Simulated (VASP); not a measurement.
A run of VASP 6.6.1 is set up as follows.

File INCAR:

```
ALGO     = Fast           # electronic algorithm
EDIFF    = 1E-6           # SCF threshold, eV
ENCUT    = 520            # plane-wave cutoff, eV
GGA      = CA             # functional
ISIF     = 2              # what is computed and relaxed
ISMEAR   = 0              # smearing method
LASPH    = T              # aspherical terms in the spheres
LCHARG   = F              # write CHGCAR
LREAL    = F              # projectors in reciprocal space
LWAVE    = F              # write WAVECAR
NBANDS   = 12             # bands
NELM     = 80             # most SCF steps
PREC     = Accurate       # precision mode
SIGMA    = 0.15           # smearing width, eV
```

File KPOINTS:

```
k-points
0
Gamma
  22 22 22
```

POSCAR

```
Cu
1.0
    0.0000000000      2.0786250000      1.8075000000
    1.5363750000      0.0000000000      1.8075000000
    1.5363750000      2.0786250000      0.0000000000
Cu
1
Direct
    0.0000000000      0.0000000000      0.0000000000
```

Potentials or basis: VASP PAW LDA potentials, release 64 (Cu).

Run with:

```bash
$ cat potpaw_LDA.64/Cu/POTCAR > POTCAR
$ mpirun -np 1 vasp_std > vasp.out
```

Problem. Predict the band gap on the k mesh.

Solution. Zero (an odd number of electrons rules out a gap without spin polarisation).

Problem. What does it give for the pressure?

Solution. -5.8 GPa.

Stress tensor (GPa, compression positive):
```
 -2.26   0.00   0.00
  0.00 -18.49   0.00
  0.00   0.00   3.40
```

Caveat: the cell differs from its parent crystal (strain -0.1500 x Voigt [1, -1, 0, 0, 0, 0]); the stress differs along the axes, from -18 to 3 GPa.
